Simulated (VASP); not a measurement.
# CO2 (Pa-3) in VASP: notebook

The runs below take CO2 through electric field gradients, with PBE, r2SCAN.

All numbers are computed with VASP 6.6.1; they aren't measurements. Logs are shortened: lines on timing, memory, paths and dates and some standing lists are left out, and cuts for length are marked.

### Step 1. The cell of the first run

The structure is cubic, space group Pa-3 (No. 205). The conventional cell has a = 5.620 Å, b = 5.620 Å, c = 5.620 Å, α = 90.00°, β = 90.00°, γ = 90.00°. Within 1.4 Å of C (site symmetry -3) lie 2 O at 1.05 Å. Within 1.4 Å of O (site symmetry 3) lie 1 C at 1.05 Å.

### Step 2. Electric field gradients, PBE

Input file INCAR:

```
ALGO = Normal ; EDIFF = 1E-8
ENCUT = 520 ; GGA = PE
ISIF = 2 ; ISMEAR = -1
LASPH = T ; LCHARG = F
LEFG = T ; LREAL = F
LWAVE = F ; NBANDS = 44
NELM = 100 ; PREC = Accurate
SIGMA = 0.02
```

Input file KPOINTS:

```
k-points
0
Gamma
  4 4 4
```

Input file POSCAR:

```
CO2
1.0
    5.6200000000      0.0000000000      0.0000000000
    0.0000000000      5.6200000000      0.0000000000
    0.0000000000      0.0000000000      5.6200000000
C O
4 8
Direct
    0.0000000000      0.0000000000      0.0000000000
    0.5000000000      0.0000000000      0.5000000000
    0.5000000000      0.5000000000      0.0000000000
    0.0000000000      0.5000000000      0.5000000000
    0.1080000000      0.1080000000      0.1080000000
    0.3920000000      0.8920000000      0.6080000000
    0.6080000000      0.3920000000      0.8920000000
    0.8920000000      0.6080000000      0.3920000000
    0.8920000000      0.8920000000      0.8920000000
    0.6080000000      0.1080000000      0.3920000000
    0.3920000000      0.6080000000      0.1080000000
    0.1080000000      0.3920000000      0.6080000000
```

Potentials or basis: VASP PAW PBE potentials, release 64 (C, O).

Started as:

```console
cat potpaw_PBE.64/C/POTCAR potpaw_PBE.64/O/POTCAR > POTCAR
mpirun -np 1 vasp_std > vasp.out
```

OUTCAR:

```text
EDIFF = 1E-8
   ENCUT = 520
   GGA = PE
   ISIF = 2
   ISMEAR = -1
   LASPH = T
   LREAL = F
   NELM = 100
   PREC = Accurate

 ion  position               nearest neighbor table
   1  0.000  0.000  0.000-   5 1.05   9 1.05
   2  0.500  0.000  0.500-   6 1.05  10 1.05
   3  0.500  0.500  0.000-   7 1.05  11 1.05
   4  0.000  0.500  0.500-   8 1.05  12 1.05
   5  0.108  0.108  0.108-   1 1.05
   6  0.392  0.892  0.608-   2 1.05
   7  0.608  0.392  0.892-   3 1.05
   8  0.892  0.608  0.392-   4 1.05
   9  0.892  0.892  0.892-   1 1.05
  10  0.608  0.108  0.392-   2 1.05
  11  0.392  0.608  0.108-   3 1.05
  12  0.108  0.392  0.608-   4 1.05

  LATTYP: Found a simple cubic cell.
 ALAT       =     5.6200000000

  Lattice vectors:

 A1 = (   5.6200000000,   0.0000000000,   0.0000000000)
 A2 = (   0.0000000000,   5.6200000000,   0.0000000000)
 A3 = (   0.0000000000,   0.0000000000,   5.6200000000)

Analysis of symmetry for initial positions (statically):
=====================================================================
 Subroutine PRICEL returns:
 Original cell was already a primitive cell.

 Routine SETGRP: Setting up the symmetry group for a
 simple cubic supercell.

 Subroutine GETGRP returns: Found 24 space group operations
 (whereof  6 operations were pure point group operations)
 out of a pool of 48 trial point group operations.

The static configuration has the point symmetry S_6 .
 The point group associated with its full space group is T_h .

Analysis of symmetry for dynamics (positions and initial velocities):
=====================================================================
 Subroutine PRICEL returns:
 Original cell was already a primitive cell.

 Routine SETGRP: Setting up the symmetry group for a
 simple cubic supercell.

 Subroutine GETGRP returns: Found 24 space group operations
 (whereof  6 operations were pure point group operations)
 out of a pool of 48 trial point group operations.

The dynamic configuration has the point symmetry S_6 .
 The point group associated with its full space group is T_h .

 Subroutine INISYM returns: Found 24 space group operations
 (whereof  6 operations are pure point group operations),
 and found     1 'primitive' translations

[... 685 lines left out ...]
  volume of cell :      177.50
      direct lattice vectors                 reciprocal lattice vectors
     5.620000000  0.000000000  0.000000000     0.177935943  0.000000000  0.000000000
     0.000000000  5.620000000  0.000000000     0.000000000  0.177935943  0.000000000
     0.000000000  0.000000000  5.620000000     0.000000000  0.000000000  0.177935943

 POSITION                                       TOTAL-FORCE (eV/Angst)
 -----------------------------------------------------------------------------------
      0.00000      0.00000      0.00000         0.000000      0.000000      0.000000
      2.81000      0.00000      2.81000         0.000000      0.000000      0.000000
      2.81000      2.81000      0.00000         0.000000      0.000000      0.000000
      0.00000      2.81000      2.81000         0.000000      0.000000      0.000000
      0.60696      0.60696      0.60696        11.366759     11.366759     11.366759
      2.20304      5.01304      3.41696       -11.366759    -11.366759     11.366759
      3.41696      2.20304      5.01304        11.366759    -11.366759    -11.366759
      5.01304      3.41696      2.20304       -11.366759     11.366759    -11.366759
      5.01304      5.01304      5.01304       -11.366759    -11.366759    -11.366759
      3.41696      0.60696      2.20304        11.366759     11.366759    -11.366759
      2.20304      3.41696      0.60696       -11.366759     11.366759     11.366759
      0.60696      2.20304      3.41696        11.366759    -11.366759     11.366759
 -----------------------------------------------------------------------------------
    total drift:                                0.000000      0.000000      0.000000

  FREE ENERGIE OF THE ION-ELECTRON SYSTEM (eV)
  ---------------------------------------------------
  free  energy   TOTEN  =       -83.7155942137 eV

  energy  without entropy=      -83.7155942137  energy(sigma->0) =      -83.71559421

 Electric field gradients (V/A^2)
---------------------------------------------------------------------
 ion       V_xx      V_yy      V_zz      V_xy      V_xz      V_yz
---------------------------------------------------------------------
   1      -0.000    -0.000    -0.000   -28.592   -28.592   -28.592
   2      -0.000    -0.000    -0.000   -28.592    28.592    28.592
   3      -0.000    -0.000    -0.000    28.592    28.592   -28.592
   4      -0.000    -0.000    -0.000    28.592   -28.592    28.592
   5      -0.000     0.000    -0.000     5.937     5.937     5.937
   6      -0.000     0.000    -0.000     5.937    -5.937    -5.937
   7      -0.000     0.000    -0.000    -5.937    -5.937     5.937
   8      -0.000     0.000    -0.000    -5.937     5.937    -5.937
   9      -0.000     0.000    -0.000     5.937     5.937     5.937
  10       0.000     0.000    -0.000     5.937    -5.937    -5.937
  11      -0.000     0.000    -0.000    -5.937    -5.937     5.937
  12      -0.000     0.000    -0.000    -5.937     5.937    -5.937
---------------------------------------------------------------------

 Electric field gradients after diagonalization (V/A^2)
 (convention: |V_zz| > |V_xx| > |V_yy|)
----------------------------------------------------------------------
 ion       V_xx      V_yy      V_zz     asymmetry (V_yy - V_xx)/ V_zz
----------------------------------------------------------------------
   1      28.592    28.592   -57.184       0.000
   2      28.592    28.592   -57.184       0.000
   3      28.592    28.592   -57.184       0.000
   4      28.592    28.592   -57.184       0.000
   5      -5.937    -5.937    11.875       0.000
   6      -5.937    -5.937    11.875       0.000
   7      -5.937    -5.937    11.875       0.000
   8      -5.937    -5.937    11.875       0.000
   9      -5.937    -5.937    11.875       0.000
  10      -5.937    -5.937    11.875       0.000
  11      -5.937    -5.937    11.875       0.000
  12      -5.937    -5.937    11.875       0.000
----------------------------------------------------------------------

           NMR quadrupolar parameters

 Cq : quadrupolar parameter    Cq=e*Q*V_zz/h
 eta: asymmetry parameters     (V_yy - V_xx)/ V_zz
 Q  : nuclear electric quadrupole moment in mb (millibarn)
----------------------------------------------------------------------
 ion       Cq(MHz)       eta       Q (mb)
----------------------------------------------------------------------
   1      -0.138       0.000       1.000
   2      -0.138       0.000       1.000
   3      -0.138       0.000       1.000
   4      -0.138       0.000       1.000
   5       0.029       0.000       1.000
   6       0.029       0.000       1.000
   7       0.029       0.000       1.000
   8       0.029       0.000       1.000
   9       0.029       0.000       1.000
  10       0.029       0.000       1.000
  11       0.029       0.000       1.000
  12       0.029       0.000       1.000
----------------------------------------------------------------------
```

OSZICAR:

```text
N       E                     dE             d eps       ncg     rms          rms(c)
DAV:   1     0.442603075657E+03    0.44260E+03   -0.34633E+04   984   0.133E+03
DAV:   2    -0.650641366195E+02   -0.50767E+03   -0.49400E+03  1240   0.331E+02
DAV:   3    -0.947335347238E+02   -0.29669E+02   -0.29525E+02  1180   0.826E+01
DAV:   4    -0.950774430879E+02   -0.34391E+00   -0.34228E+00  1136   0.998E+00
DAV:   5    -0.950829337901E+02   -0.54907E-02   -0.54871E-02  1108   0.126E+00    0.243E+01
DAV:   6    -0.848151935367E+02    0.10268E+02   -0.24637E+01  1104   0.255E+01    0.114E+01
DAV:   7    -0.838039109301E+02    0.10113E+01   -0.24551E+00  1184   0.757E+00    0.568E+00
DAV:   8    -0.837253472327E+02    0.78564E-01   -0.69371E-01  1148   0.446E+00    0.149E+00
DAV:   9    -0.837150034673E+02    0.10344E-01   -0.96392E-02  1140   0.170E+00    0.315E-01
DAV:  10    -0.837151603959E+02   -0.15693E-03   -0.83028E-03  1176   0.476E-01    0.119E-01
DAV:  11    -0.837155767512E+02   -0.41636E-03   -0.67612E-04  1088   0.161E-01    0.483E-02
DAV:  12    -0.837155933591E+02   -0.16608E-04   -0.12751E-04  1204   0.652E-02    0.794E-03
DAV:  13    -0.837155948927E+02   -0.15336E-05   -0.13714E-05  1108   0.188E-02    0.335E-03
DAV:  14    -0.837155944530E+02    0.43970E-06   -0.54520E-07  1204   0.402E-03    0.142E-03
DAV:  15    -0.837155942977E+02    0.15535E-06   -0.22847E-07  1196   0.237E-03    0.109E-03
DAV:  16    -0.837155942081E+02    0.89585E-07   -0.40010E-08   924   0.128E-03    0.142E-04
DAV:  17    -0.837155942137E+02   -0.55779E-08   -0.53236E-09   556   0.382E-04
   1 F= -.83715594E+02 E0= -.83715594E+02  d E =-.343785E-11
```

stdout:

```text
POSCAR found type information on POSCAR C O
 POSCAR found :  2 types and      12 ions
 scaLAPACK will be used
 LDA part: xc-table for (Slater+PW92), standard interpolation
 POSCAR, INCAR and KPOINTS ok, starting setup
 FFT: planning ... GRIDC
 FFT: planning ... GRID_SOFT
 FFT: planning ... GRID
 WAVECAR not read
 entering main loop
ion   1

ion   2

ion   3

ion   4

ion   5

ion   6

ion   7

ion   8

ion   9

ion  10

ion  11

ion  12
```

Run time: 72 s. Hardware: 1 thread of Intel Xeon Platinum 8375C at 2.90GHz (Ice Lake), shared host; peak memory 0.27 GiB.

What came out:

```yaml
Free_energy: -83.7156 eV
Pressure: 50.0 GPa
Largest_force: 19.688 eV/Å
Band_gap_on_the_k_mesh: 7.66 eV, direct
```

Forces on the atoms (eV/Å):
```
C     0.000   0.000   0.000
C     0.000   0.000   0.000
C     0.000   0.000   0.000
C     0.000   0.000   0.000
O    11.367  11.367  11.367
O   -11.367 -11.367  11.367
O    11.367 -11.367 -11.367
O   -11.367  11.367 -11.367
O   -11.367 -11.367 -11.367
O    11.367  11.367 -11.367
O   -11.367  11.367  11.367
O    11.367 -11.367  11.367
```

Electric field gradients, principal values (V/Å²):
```csv
atom,least,middle,greatest (by size)
1 C,28.592,28.592,-57.184
2 C,28.592,28.592,-57.184
3 C,28.592,28.592,-57.184
4 C,28.592,28.592,-57.184
5 O,-5.937,-5.937,11.875
6 O,-5.937,-5.937,11.875
7 O,-5.937,-5.937,11.875
8 O,-5.937,-5.937,11.875
9 O,-5.937,-5.937,11.875
10 O,-5.937,-5.937,11.875
11 O,-5.937,-5.937,11.875
12 O,-5.937,-5.937,11.875
```

Caveat: without QUAD_EFG the Cq values of the log hold for a quadrupole moment of 1 mb, not for the nuclei; forces of over 1 eV/Å act on the atoms, so gaps and moduli don't describe the material at rest.

### Step 3. Electric field gradients, r2SCAN

Input file POSCAR:

```
CO2
1.0
    5.6200000000      0.0000000000      0.0000000000
    0.0000000000      5.6200000000      0.0000000000
    0.0000000000      0.0000000000      5.6200000000
C O
4 8
Direct
    0.0000000000      0.0000000000      0.0000000000
    0.5000000000      0.0000000000      0.5000000000
    0.5000000000      0.5000000000      0.0000000000
    0.0000000000      0.5000000000      0.5000000000
    0.1200167708      0.1200167708      0.1200167708
    0.3799832292      0.8799832292      0.6200167708
    0.6200167708      0.3799832292      0.8799832292
    0.8799832292      0.6200167708      0.3799832292
    0.8799832292      0.8799832292      0.8799832292
    0.6200167708      0.1200167708      0.3799832292
    0.3799832292      0.6200167708      0.1200167708
    0.1200167708      0.3799832292      0.6200167708
```

Input file INCAR.step1:

```
PREC = Accurate
ENCUT = 520
ISMEAR = -1
SIGMA = 0.02
LREAL = False
LASPH = True
NELM = 80
NBANDS = 44
GGA = PE
ALGO = Normal
EDIFF = 1E-4
LWAVE = True
LCHARG = False
```

Input file INCAR.step2:

```
PREC = Accurate
ENCUT = 520
EDIFF = 1E-8
ISMEAR = -1
SIGMA = 0.02
LREAL = False
LASPH = True
NELM = 80
ALGO = Normal
ISIF = 2
LWAVE = False
LCHARG = False
METAGGA = R2SCAN
LMIXTAU = True
LEFG = True
NBANDS = 44
ISTART = 1
```

Input file KPOINTS:

```
Automatic mesh
0
Gamma
  4 4 4
```

Potentials or basis: VASP PAW PBE potentials, release 64 (C, O).

Started as:

```console
cat potpaw_PBE.64/C/POTCAR potpaw_PBE.64/O/POTCAR > POTCAR
cp INCAR.step1 INCAR
mpirun -np 1 vasp_std > vasp.out
cp INCAR.step2 INCAR
mpirun -np 1 vasp_std > vasp.out
```

OUTCAR:

```text
PREC = Accurate
   ENCUT = 520
   EDIFF = 1E-8
   ISMEAR = -1
   LREAL = False
   LASPH = True
   NELM = 80
   ISIF = 2
   METAGGA = R2SCAN
   ISTART = 1

 ion  position               nearest neighbor table
   1  0.000  0.000  0.000-   5 1.17   9 1.17
   2  0.500  0.000  0.500-   6 1.17  10 1.17
   3  0.500  0.500  0.000-   7 1.17  11 1.17
   4  0.000  0.500  0.500-   8 1.17  12 1.17
   5  0.120  0.120  0.120-   1 1.17
   6  0.380  0.880  0.620-   2 1.17
   7  0.620  0.380  0.880-   3 1.17
   8  0.880  0.620  0.380-   4 1.17
   9  0.880  0.880  0.880-   1 1.17
  10  0.620  0.120  0.380-   2 1.17
  11  0.380  0.620  0.120-   3 1.17
  12  0.120  0.380  0.620-   4 1.17

  LATTYP: Found a simple cubic cell.
 ALAT       =     5.6200000000
[... 776 lines left out ...]
 ion       V_xx      V_yy      V_zz     asymmetry (V_yy - V_xx)/ V_zz
----------------------------------------------------------------------
   1      28.532    28.532   -57.064       0.000
   2      28.532    28.532   -57.064       0.000
   3      28.532    28.532   -57.064       0.000
   4      28.532    28.532   -57.064       0.000
   5     -36.818   -36.818    73.636       0.000
   6     -36.818   -36.818    73.636       0.000
   7     -36.818   -36.818    73.636       0.000
   8     -36.818   -36.818    73.636       0.000
   9     -36.818   -36.818    73.636       0.000
  10     -36.818   -36.818    73.636       0.000
  11     -36.818   -36.818    73.636       0.000
  12     -36.818   -36.818    73.636       0.000
----------------------------------------------------------------------

           NMR quadrupolar parameters

 Cq : quadrupolar parameter    Cq=e*Q*V_zz/h
 eta: asymmetry parameters     (V_yy - V_xx)/ V_zz
 Q  : nuclear electric quadrupole moment in mb (millibarn)
----------------------------------------------------------------------
 ion       Cq(MHz)       eta       Q (mb)
----------------------------------------------------------------------
   1      -0.138       0.000       1.000
   2      -0.138       0.000       1.000
   3      -0.138       0.000       1.000
   4      -0.138       0.000       1.000
   5       0.178       0.000       1.000
   6       0.178       0.000       1.000
   7       0.178       0.000       1.000
   8       0.178       0.000       1.000
   9       0.178       0.000       1.000
  10       0.178       0.000       1.000
  11       0.178       0.000       1.000
  12       0.178       0.000       1.000
----------------------------------------------------------------------
```

OUTCAR.step1:

```text
PREC = Accurate
   ENCUT = 520
   ISMEAR = -1
   LREAL = False
   LASPH = True
   NELM = 80
[... 762 lines left out ...]
      3.48449      0.67449      2.13551         0.374774      0.374774     -0.374774
      2.13551      3.48449      0.67449        -0.374774      0.374774      0.374774
      0.67449      2.13551      3.48449         0.374774     -0.374774      0.374774
 -----------------------------------------------------------------------------------
    total drift:                                0.000000      0.000000      0.000000

  FREE ENERGIE OF THE ION-ELECTRON SYSTEM (eV)
  ---------------------------------------------------
  free  energy   TOTEN  =       -92.1274921126 eV

  energy  without entropy=      -92.1274921126  energy(sigma->0) =      -92.12749211
```

OSZICAR.step1:

```text
N       E                     dE             d eps       ncg     rms          rms(c)
DAV:   1     0.406464120752E+03    0.40646E+03   -0.33818E+04   976   0.133E+03
DAV:   2    -0.682396279397E+02   -0.47470E+03   -0.46151E+03  1272   0.316E+02
DAV:   3    -0.981344341780E+02   -0.29895E+02   -0.29671E+02  1144   0.825E+01
DAV:   4    -0.985169015561E+02   -0.38247E+00   -0.38059E+00  1152   0.104E+01
DAV:   5    -0.985234197533E+02   -0.65182E-02   -0.65137E-02  1132   0.133E+00    0.191E+01
DAV:   6    -0.926253468736E+02    0.58981E+01   -0.18090E+01  1112   0.224E+01    0.874E+00
DAV:   7    -0.922362309784E+02    0.38912E+00   -0.92408E-01  1092   0.526E+00    0.491E+00
DAV:   8    -0.921411405095E+02    0.95090E-01   -0.67141E-01  1076   0.386E+00    0.106E+00
DAV:   9    -0.921262791760E+02    0.14861E-01   -0.53600E-02  1036   0.127E+00    0.428E-01
DAV:  10    -0.921271848733E+02   -0.90570E-03   -0.10200E-02  1128   0.461E-01    0.824E-02
DAV:  11    -0.921274258484E+02   -0.24098E-03   -0.25322E-04   764   0.962E-02    0.342E-02
DAV:  12    -0.921274921126E+02   -0.66264E-04   -0.45371E-05   588   0.396E-02
   1 F= -.92127492E+02 E0= -.92127492E+02  d E =-.241680E-11
```

It took 4.1 min on 1 thread of Intel Xeon Platinum 8375C at 2.90GHz (Ice Lake), shared host; peak memory 0.3 GiB.

Results:

* Free energy: -103.0643 eV
* Pressure: -0.7 GPa
* Largest force: 0.091 eV/Å
* Band gap on the k mesh: 7.40 eV, direct

Forces in eV/Å, atoms in the order of the input:
```
C    0.000  0.000  0.000
C    0.000  0.000  0.000
C    0.000  0.000  0.000
C    0.000  0.000  0.000
O   -0.053 -0.053 -0.053
O    0.053  0.053 -0.053
O   -0.053  0.053  0.053
O    0.053 -0.053  0.053
O    0.053  0.053  0.053
O   -0.053 -0.053  0.053
O    0.053 -0.053 -0.053
O   -0.053  0.053 -0.053
```

Electric field gradients, principal values (V/Å²):
| atom | least | middle | greatest (by size) |
| --- | --- | --- | --- |
| 1 C | 28.532 | 28.532 | -57.064 |
| 2 C | 28.532 | 28.532 | -57.064 |
| 3 C | 28.532 | 28.532 | -57.064 |
| 4 C | 28.532 | 28.532 | -57.064 |
| 5 O | -36.818 | -36.818 | 73.636 |
| 6 O | -36.818 | -36.818 | 73.636 |
| 7 O | -36.818 | -36.818 | 73.636 |
| 8 O | -36.818 | -36.818 | 73.636 |
| 9 O | -36.818 | -36.818 | 73.636 |
| 10 O | -36.818 | -36.818 | 73.636 |
| 11 O | -36.818 | -36.818 | 73.636 |
| 12 O | -36.818 | -36.818 | 73.636 |

Caveat: without QUAD_EFG the Cq values of the log hold for a quadrupole moment of 1 mb, not for the nuclei; the PAW data sets were made with another functional, which shifts forces and pressure a little.

(Part 1 of 2 ends here.)
